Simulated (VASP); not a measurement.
# Hg (P6_3/mmc) in VASP: further runs, part 2 of 2

VASP 6.6.1. The steps go on from the part before.

### Step 3. Single point, PBE+D3(BJ) (volume scaled by 0.91, then relaxed in part)

Input file INCAR:

```
SYSTEM = Hg
  ALGO = Normal
  EDIFF = 1E-6
  ENCUT = 500
  GGA = PE
  GGA_COMPAT = .FALSE.
  ISIF = 2
  ISMEAR = 0
  IVDW = 12
  LASPH = .TRUE.
  LCHARG = .TRUE.
  LELF = .TRUE.
  LREAL = .FALSE.
  LVHAR = .TRUE.
  LWAVE = .FALSE.
  NBANDS = 32
  NELM = 120
  PREC = Accurate
  SIGMA = 0.1
```

Input file KPOINTS:

```
k-points
0
G
  15 15 4
  0 0 0
```

Input file POSCAR:

```
Hg
1.0
    3.2342110093      0.0000000000      0.0000000000
   -1.6171055047      2.8009088953      0.0000000000
    0.0000000000      0.0000000000     10.2605850970
Hg
4
Direct
    0.0000000000      0.0000000000      0.0000000000
    0.3333333333      0.6666666667      0.2500000000
    0.0000000000      0.0000000000      0.5000000000
    0.6666666667      0.3333333333      0.7500000000
```

Potentials or basis: VASP PAW PBE potentials, release 64 (Hg).

Run with:

```sh
> cat potpaw_PBE.64/Hg/POTCAR > POTCAR
> mpirun -np 1 vasp_std > vasp.out
```

OUTCAR:

```text
SYSTEM = Hg
   EDIFF = 1E-6
   ENCUT = 500
   GGA = PE
   ISIF = 2
   ISMEAR = 0
   IVDW = 12
   LASPH = .TRUE.
   LREAL = .FALSE.
   NELM = 120
   PREC = Accurate
 IVDW          = 12

 ion  position               nearest neighbor table
   1  0.000  0.000  0.000-   2 3.17   4 3.17   4 3.17   2 3.17   4 3.17   2 3.17
   2  0.333  0.667  0.250-   1 3.17   3 3.17   1 3.17   3 3.17   1 3.17   3 3.17
   3  0.000  0.000  0.500-   2 3.17   4 3.17   4 3.17   2 3.17   4 3.17   2 3.17
   4  0.667  0.333  0.750-   1 3.17   3 3.17   1 3.17   3 3.17   1 3.17   3 3.17

  LATTYP: Found a hexagonal cell.
 ALAT       =     3.2342110093
 C/A-ratio  =     3.1725156669

  Lattice vectors:

 A1 = (   3.2342110093,   0.0000000000,   0.0000000000)
 A2 = (  -1.6171055047,   2.8009088953,   0.0000000000)
 A3 = (   0.0000000000,   0.0000000000,  10.2605850970)

Analysis of symmetry for initial positions (statically):
=====================================================================
 Subroutine PRICEL returns:
 Original cell was already a primitive cell.

 Routine SETGRP: Setting up the symmetry group for a
 hexagonal supercell.

 Subroutine GETGRP returns: Found 24 space group operations
 (whereof 12 operations were pure point group operations)
 out of a pool of 24 trial point group operations.
[... 174 lines left out ...]
 fundamental gap:      0.0271145695
 Fermi energy:         2.7447259025

 k-point     1 :       0.0000    0.0000    0.0000
  band No.  band energies     occupation
      1      -6.3064      2.00000
      2      -5.1844      2.00000
      3      -5.1271      2.00000
      4      -5.1111      2.00000
      5      -4.2243      2.00000
      6      -4.2243      2.00000
[... 829 lines left out ...]
     31       8.0972      0.00000
     32       8.4536      0.00000

 [... further k-points ...]

------------------------ aborting loop because EDIFF is reached ----------------------------------------

 Edisp (eV)   -1.80178

 E8    (eV) :    -0.8154

  FORCE on cell =-STRESS in cart. coord.  units (eV):
  Direction    XX          YY          ZZ          XY          YZ          ZX
  --------------------------------------------------------------------------------------
  -------------------------------------------------------------------------------------
  Total       1.56071     1.56071     1.64874    -0.00000     0.00000     0.00000
  in kB      26.90247    26.90247    28.42002    -0.00000     0.00000     0.00000
  external pressure =       27.41 kB  Pullay stress =        0.00 kB

 VOLUME and BASIS-vectors are now :
 -----------------------------------------------------------------------------
  energy-cutoff  :      500.00
  volume of cell :       92.95
      direct lattice vectors                 reciprocal lattice vectors
     3.234211009  0.000000000  0.000000000     0.309194421  0.178513482  0.000000000
    -1.617105505  2.800908895  0.000000000     0.000000000  0.357026964  0.000000000
     0.000000000  0.000000000 10.260585097     0.000000000  0.000000000  0.097460329

 POSITION                                       TOTAL-FORCE (eV/Angst)
 -----------------------------------------------------------------------------------
      0.00000      0.00000      0.00000        -0.000000      0.000000     -0.000000
     -0.00000      1.86727      2.56515        -0.000000      0.000000     -0.000000
      0.00000      0.00000      5.13029        -0.000000      0.000000     -0.000000
      1.61711      0.93364      7.69544         0.000000     -0.000000      0.000000
 -----------------------------------------------------------------------------------
    total drift:                               -0.000000      0.000000     -0.000000

  FREE ENERGIE OF THE ION-ELECTRON SYSTEM (eV)
  ---------------------------------------------------
  free  energy   TOTEN  =        -2.1333060947 eV

  energy  without entropy=       -2.1254808260  energy(sigma->0) =       -2.12939346
```

OSZICAR:

```text
N       E                     dE             d eps       ncg     rms          rms(c)
DAV:   1     0.401573892069E+03    0.40157E+03   -0.24014E+04  5184   0.143E+03
DAV:   2     0.112750916704E+02   -0.39030E+03   -0.36870E+03  5376   0.386E+02
DAV:   3    -0.414269182424E+00   -0.11689E+02   -0.11518E+02  6088   0.732E+01
DAV:   4    -0.458231234719E+00   -0.43962E-01   -0.43927E-01  5424   0.373E+00
DAV:   5    -0.458299106504E+00   -0.67872E-04   -0.67872E-04  6128   0.151E-01    0.780E+00
DAV:   6    -0.340276830732E+00    0.11802E+00   -0.29263E-01  5496   0.464E+00    0.568E+00
DAV:   7    -0.334315349043E+00    0.59615E-02   -0.96730E-02  5760   0.234E+00    0.108E+00
DAV:   8    -0.331395323855E+00    0.29200E-02   -0.21315E-02  5480   0.130E+00    0.146E-01
DAV:   9    -0.331437073356E+00   -0.41750E-04   -0.10449E-04  5880   0.686E-02    0.747E-02
DAV:  10    -0.331519206252E+00   -0.82133E-04   -0.67150E-05  5504   0.604E-02    0.114E-02
DAV:  11    -0.331524176920E+00   -0.49707E-05   -0.10397E-05  5784   0.265E-02    0.383E-03
DAV:  12    -0.331524074250E+00    0.10267E-06   -0.93501E-08  2968   0.187E-03
   1 F= -.21333061E+01 E0= -.21293935E+01  d E =-.782527E-02
```

stdout:

```text
POSCAR found type information on POSCAR Hg
 POSCAR found :  1 types and       4 ions
 scaLAPACK will be used
 LDA part: xc-table for (Slater+PW92), standard interpolation
 POSCAR, INCAR and KPOINTS ok, starting setup
 FFT: planning ... GRIDC
 FFT: planning ... GRID_SOFT
 FFT: planning ... GRID
 WAVECAR not read
 entering main loop
```

Wall time 57 s (1 thread of Intel Xeon 6975P-C (Granite Rapids), shared host); peak memory 0.31 GiB.

Results:

```yaml
Free_energy: -2.1333 eV
Pressure: 2.7 GPa
Band_gap_on_the_k_mesh: zero (band 24 reaches 3.08 eV, above the bottom of band 25 at 1.62 eV)
Dispersion_energy_per_atom: -0.450 eV
```

Stress tensor (GPa, compression positive):
```
2.69 0.00 0.00
0.00 2.69 0.00
0.00 0.00 2.84
```

Levels at points of the mesh, in eV from the Fermi level:
```csv
k point,band 22,band 23,band 24,band 25,band 26,band 27
"(0.00, 0.00, 0.00)",-5.74,-5.74,-1.40,-1.12,7.33,7.34
"(0.00, 0.00, 0.50)",-5.86,-4.44,-4.44,2.72,2.72,12.20
```

Caveat: spin-orbit coupling is left out, which moves the levels of the heavy elements; pairwise dispersion overbinds metals, which lowers pressure and volume.

### Step 4. Single point, PBE+D3(BJ) (volume scaled by 0.94, then relaxed in part)

Input file INCAR:

```
SYSTEM = Hg
PREC = Accurate
ENCUT = 500
EDIFF = 1E-6
ISMEAR = 0
SIGMA = 0.1
LREAL = .FALSE.
LASPH = .TRUE.
NELM = 120
ALGO = Normal
ISIF = 2
LWAVE = .FALSE.
LCHARG = .TRUE.
GGA = PE
IVDW = 12
LELF = .TRUE.
LVHAR = .TRUE.
NBANDS = 32
GGA_COMPAT = .FALSE.
```

Input file KPOINTS:

```
Automatic mesh
0
G
  15 15 4
  0 0 0
```

Input file POSCAR:

```
Hg
1.0
    3.2693682312      0.0000000000      0.0000000000
   -1.6346841156      2.8313559425      0.0000000000
    0.0000000000      0.0000000000     10.3721219342
Hg
4
Direct
    0.0000000000      0.0000000000      0.0000000000
    0.3333333333      0.6666666667      0.2500000000
    0.0000000000      0.0000000000      0.5000000000
    0.6666666667      0.3333333333      0.7500000000
```

Run with:

```sh
> cat potpaw_PBE.64/Hg/POTCAR > POTCAR
> mpirun -np 1 vasp_std > vasp.out
```

Run time: 56 s. Hardware: 1 thread of Intel Xeon 6975P-C (Granite Rapids), shared host; peak memory 0.32 GiB.

It converged, with:

```
Free energy                : -2.1760 eV
Pressure                   : 1.6 GPa
Band gap on the k mesh     : zero (band 24 reaches 2.73 eV, above the bottom of band 25 at 1.29 eV)
Dispersion energy per atom : -0.436 eV
```

Stress tensor (GPa, compression positive):
```
1.61 0.00 0.00
0.00 1.61 0.00
0.00 0.00 1.70
```

Levels at points of the mesh, in eV from the Fermi level:
| k point | band 20 | band 21 | band 22 | band 23 | band 24 | band 25 | band 26 | band 27 | band 28 | band 29 |
| --- | --- | --- | --- | --- | --- | --- | --- | --- | --- | --- |
| (0.00, 0.00, 0.00) | -5.94 | -5.94 | -5.67 | -5.67 | -1.22 | -1.16 | 7.20 | 7.21 | 12.12 | 12.12 |
| (0.00, 0.00, 0.50) | -5.78 | -5.78 | -5.78 | -4.28 | -4.28 | 2.69 | 2.69 | 12.02 | 12.02 | 12.48 |

Caveat: spin-orbit coupling is left out, which moves the levels of the heavy elements; pairwise dispersion overbinds metals, which lowers pressure and volume.

### Step 5. Overview

| cell | gap on the mesh (eV) | pressure (GPa) |
| --- | --- | --- |
| a = 3.196, b = 3.196, c = 10.161 Å, angles 90.0, 90.0, 120.0°, 4 atoms | none | 4.3 |
| a = 3.234, b = 3.234, c = 10.261 Å, angles 90.0, 90.0, 120.0°, 4 atoms | none | 2.7 |
| a = 3.269, b = 3.269, c = 10.372 Å, angles 90.0, 90.0, 120.0°, 4 atoms | none | 1.6 |

Alike in all rows: task single point; level PBE+D3(BJ); potentials or basis VASP PAW PBE potentials, release 64 (Hg); no spin polarisation; k mesh 15 × 15 × 4; cutoff (eV) 500; smearing gaussian 0.1 eV.

Caveats: spin-orbit coupling is left out, which moves the levels of the heavy elements; pairwise dispersion overbinds metals, which lowers pressure and volume.

Total energies depend on the potentials used, so only differences within one code and one set of settings carry meaning.
